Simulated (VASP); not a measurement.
# HfN (CsCl type) (Pm-3m) in VASP: notebook, part 2 of 2

VASP 6.6.1.

### Step 5. Relaxation of cell and atoms, PBE, target pressure 55 GPa, at which the enthalpy is minimised

File INCAR:

```
PREC = Accurate
ENCUT = 600
EDIFF = 1E-6
ISMEAR = -1
SIGMA = 0.08
LREAL = F
LASPH = T
NELM = 60
ALGO = Normal
ISIF = 3
LWAVE = F
LCHARG = F
GGA = PE
IBRION = 2
NSW = 32
EDIFFG = -0.005
PSTRESS = 550.0
```

File KPOINTS:

```
Automatic mesh
0
Gamma
  14 14 14
```

File POSCAR:

```
HfN
1.0
    2.6738472670      0.0000000000      0.0000000000
    0.0000000000      2.6738472670      0.0000000000
    0.0000000000      0.0000000000      2.6738472670
Hf N
1 1
Direct
    0.0000000000      0.0000000000      0.0000000000
    0.5000000000      0.5000000000      0.5000000000
```

Potentials or basis: VASP PAW PBE potentials, release 64 (Hf_pv, N).

On the command line:

```
cat potpaw_PBE.64/Hf_pv/POTCAR potpaw_PBE.64/N/POTCAR > POTCAR
mpirun -np 1 vasp_std > vasp.out
```

OUTCAR:

```text
PREC = Accurate
   ENCUT = 600
   EDIFF = 1E-6
   ISMEAR = -1
   LREAL = F
   LASPH = T
   NELM = 60
   ISIF = 3
   GGA = PE
   IBRION = 2
   NSW = 32
   EDIFFG = -0.005
   PSTRESS = 550.0

 ion  position               nearest neighbor table
   1  0.000  0.000  0.000-   2 2.32   2 2.32   2 2.32   2 2.32   2 2.32   2 2.32   2 2.32   2 2.32

   2  0.500  0.500  0.500-   1 2.32   1 2.32   1 2.32   1 2.32   1 2.32   1 2.32   1 2.32   1 2.32

  LATTYP: Found a simple cubic cell.
 ALAT       =     2.6738472670

  Lattice vectors:

 A1 = (   2.6738472670,   0.0000000000,   0.0000000000)
 A2 = (   0.0000000000,   2.6738472670,   0.0000000000)
 A3 = (   0.0000000000,   0.0000000000,   2.6738472670)

Analysis of symmetry for initial positions (statically):
=====================================================================
 Subroutine PRICEL returns:
 Original cell was already a primitive cell.

 Routine SETGRP: Setting up the symmetry group for a
 simple cubic supercell.

 Subroutine GETGRP returns: Found 48 space group operations
 (whereof 48 operations were pure point group operations)
 out of a pool of 48 trial point group operations.

The static configuration has the point symmetry O_h .

Analysis of symmetry for dynamics (positions and initial velocities):
=====================================================================
 Subroutine PRICEL returns:
 Original cell was already a primitive cell.

 Routine SETGRP: Setting up the symmetry group for a
 simple cubic supercell.

 Subroutine GETGRP returns: Found 48 space group operations
 (whereof 48 operations were pure point group operations)
 out of a pool of 48 trial point group operations.

The dynamic configuration has the point symmetry O_h .

 Subroutine INISYM returns: Found 48 space group operations
 (whereof 48 operations are pure point group operations),
 and found     1 'primitive' translations

[... 125 lines left out ...]
 conjugate gradient relaxation of ions
 non-spin polarized calculation
  energy-cutoff  :      600.00
  volume of cell :       19.12
 maximum number of plane-waves:       657
 NGX is ok and might be reduce to    24
   NGX = 11   NGY = 11   NGZ = 11

--------------------------------------- Ionic step        1  -------------------------------------------

 number of electron      14.9999999 magnetization

 Free energy of the ion-electron system (eV)
  ---------------------------------------------------
  ext. energy  EPLUGINS =         0.00000000
  ---------------------------------------------------
  free energy    TOTEN  =       -19.33648987 eV

  energy without entropy =      -19.31829787  energy(sigma->0) =      -19.32739387

------------------------ aborting loop because EDIFF is reached ----------------------------------------

  FORCE on cell =-STRESS in cart. coord.  units (eV):
  Direction    XX          YY          ZZ          XY          YZ          ZX
  --------------------------------------------------------------------------------------
  -------------------------------------------------------------------------------------
  Total        6.0594681      6.0594681      6.0594681      0.0000000      0.0000000      0.0000000
  in kB      507.8498149    507.8498149    507.8498149      0.0000000      0.0000000      0.0000000
  external PRESSURE =     -42.1501851 kB  Pullay stress =     550.0000000 kB
[... 63 lines left out ...]
--------------------------------------- Ionic step        3  -------------------------------------------

 number of electron      14.9999999 magnetization

 Free energy of the ion-electron system (eV)
  ---------------------------------------------------
  ext. energy  EPLUGINS =         0.00000000
  ---------------------------------------------------
  free energy    TOTEN  =       -19.27780893 eV

  energy without entropy =      -19.25994270  energy(sigma->0) =      -19.26887581

 E-fermi :   9.0966     XC(G=0): -13.8876

 val. band max:        9.0715926294   @ k =   0.2857   0.2857   0.0000
 cond. band min:       9.0989462492   @ k =   0.5000   0.5000   0.1429
 fundamental gap:      0.0273536198
 Fermi energy:         9.0965934322

 k-point     1 :       0.0000    0.0000    0.0000
  band No.  band energies     occupation
      1     -20.4596      2.00000
      2     -20.4596      2.00000
      3     -20.4596      2.00000
      4      -8.1772      2.00000
      5       6.0163      2.00000
      6       6.0163      2.00000
      7       8.0204      2.00000
      8       8.0204      2.00000
      9       8.0204      2.00000
     10      15.0554      0.00000
     11      16.7447      0.00000
[... 309 lines left out ...]
 k-point    24 :       0.3571    0.2143    0.0000
  band No.  band energies     occupation
      1     -22.1820      2.00000
      2     -21.1360      2.00000
      3     -20.1907      2.00000
      4      -5.6212      2.00000
      5       2.4145      2.00000
      6       5.3598      2.00000
      7       6.7972      2.00000
      8       8.7421      1.97648
      9      14.3607      0.00000
     10      14.5046      0.00000
     11      14.9315      0.00000

 [... further k-points ...]
[... 5 lines left out ...]
  --------------------------------------------------------------------------------------
  -------------------------------------------------------------------------------------
  Total        6.4985916      6.4985916      6.4985916      0.0000000      0.0000000      0.0000000
  in kB      549.7695390    549.7695390    549.7695390      0.0000000      0.0000000      0.0000000
  external PRESSURE =      -0.2304610 kB  Pullay stress =     550.0000000 kB
[... 21 lines left out ...]
  energy  without entropy=      -19.2599426971  energy(sigma->0) =      -19.26887581

  enthalpy is  TOTEN    =       -12.7764931457 eV   P V=        6.5013157852

 reached required accuracy - stopping structural energy minimisation
```

OSZICAR:

```text
N       E                     dE             d eps       ncg     rms          rms(c)
DAV:   1     0.465790439953E+02    0.46579E+02   -0.90980E+03  2640   0.148E+03
[... 23 lines left out ...]
DAV:   1    -0.193121015634E+02   -0.22925E+00   -0.10090E+00  2640   0.106E+01    0.346E+00
DAV:   2    -0.192866220992E+02    0.25479E-01   -0.32536E-02  2792   0.192E+00    0.172E+00
DAV:   3    -0.192778755900E+02    0.87465E-02   -0.21918E-02  2814   0.149E+00    0.897E-01
DAV:   4    -0.192778437367E+02    0.31853E-04   -0.39357E-04  3416   0.226E-01    0.663E-01
DAV:   5    -0.192778119474E+02    0.31789E-04   -0.10630E-04  3394   0.820E-02    0.493E-02
DAV:   6    -0.192778087577E+02    0.31898E-05   -0.12936E-05  3361   0.393E-02    0.140E-02
DAV:   7    -0.192778089310E+02   -0.17328E-06   -0.34876E-07  1599   0.724E-03
   3 F= -.12776493E+02 E0= -.12767560E+02  d E =-.239115E-02
```

CONTCAR:

```text
HfN
   1.00000000000000
     2.6655267877277584    0.0000000000000000    0.0000000000000000
     0.0000000000000000    2.6655267877277584    0.0000000000000000
     0.0000000000000000    0.0000000000000000    2.6655267877277584
  Hf              N
     1     1
Direct
     0.0000000000000000    0.0000000000000000    0.0000000000000000
     0.5000000000000000    0.5000000000000000    0.5000000000000000

  0.00000000E+00  0.00000000E+00  0.00000000E+00
  0.00000000E+00  0.00000000E+00  0.00000000E+00
```

Run time: 20 s. Hardware: 1 thread of Intel Xeon 6975P-C (Granite Rapids), shared host; peak memory 0.17 GiB.

What came out:

* Free energy: -19.2778 eV
* Relaxed volume: 9.47 Å³/atom
* Relaxed cell: a = 2.666 Å, b = 2.666 Å, c = 2.666 Å, α = 90.00°, β = 90.00°, γ = 90.00°
* Space group after relaxing (to 0.05 Å): Pm-3m (No. 221)
* Energy change on relaxing (the enthalpy is what falls): +29.3 meV/atom
* Ionic steps: 3
* Pressure after relaxing: 55.0 GPa

The path:
```tsv
step	energy change (eV)	largest force (eV/Å)	pressure (GPa)	volume (Å³)
1	0.0000	0.0000	50.78	19.12
2	0.2536	0.0000	67.96	18.43
3	0.0587	0.0000	54.98	18.94
```

Final structure:
```
Hf N
1.0
     2.66553    0.00000    0.00000
     0.00000    2.66553    0.00000
     0.00000    0.00000    2.66553
Hf N
1 1
Direct
  0.00000 0.00000 0.00000
  0.50000 0.50000 0.50000
```

Levels at points of the mesh, in eV from the Fermi level:
| k point | band 6 | band 7 | band 8 | band 9 | band 10 | band 11 |
| --- | --- | --- | --- | --- | --- | --- |
| (0.00, 0.00, 0.00) | -3.08 | -1.08 | -1.08 | -1.08 | 5.96 | 7.65 |
| (0.50, 0.00, 0.00) | -3.17 | -3.17 | -1.54 | 7.00 | 8.48 | 8.66 |
| (0.50, 0.50, 0.00) | -4.21 | -1.44 | -0.62 | 3.49 | 3.49 | 3.62 |
| (0.50, 0.50, 0.50) | -8.15 | -8.15 | 9.56 | 9.56 | 9.56 | 11.76 |

Caveat: the cell is relaxed towards a set pressure, so the enthalpy falls and the energy may rise; spin-orbit coupling is left out, which moves the levels of the heavy elements.

### Step 6. The runs side by side

| task | cell | cutoff (eV) | gap on the mesh (eV) | pressure (GPa) |
| --- | --- | --- | --- | --- |
| single point | a = 2.674 Å, 2 atoms | 520 | none | 50.7 |
| relaxation of cell and atoms | relaxed to 55 GPa from a = 2.676 Å, 2 atoms | 600 | none | 54.9 |
| relaxation of cell and atoms | relaxed to 55 GPa from a = 2.674 Å, 2 atoms | 600 | none | 55.0 |

Alike in all rows: level PBE; potentials or basis VASP PAW PBE potentials, release 64 (Hf_pv, N); no spin polarisation; k mesh 14 × 14 × 14; smearing fermi-dirac 0.08 eV.

Caveats: spin-orbit coupling is left out, which moves the levels of the heavy elements; the cell is relaxed towards a set pressure, so the enthalpy falls and the energy may rise (some runs).

Absolute energies hang on the potentials; compare differences alone.
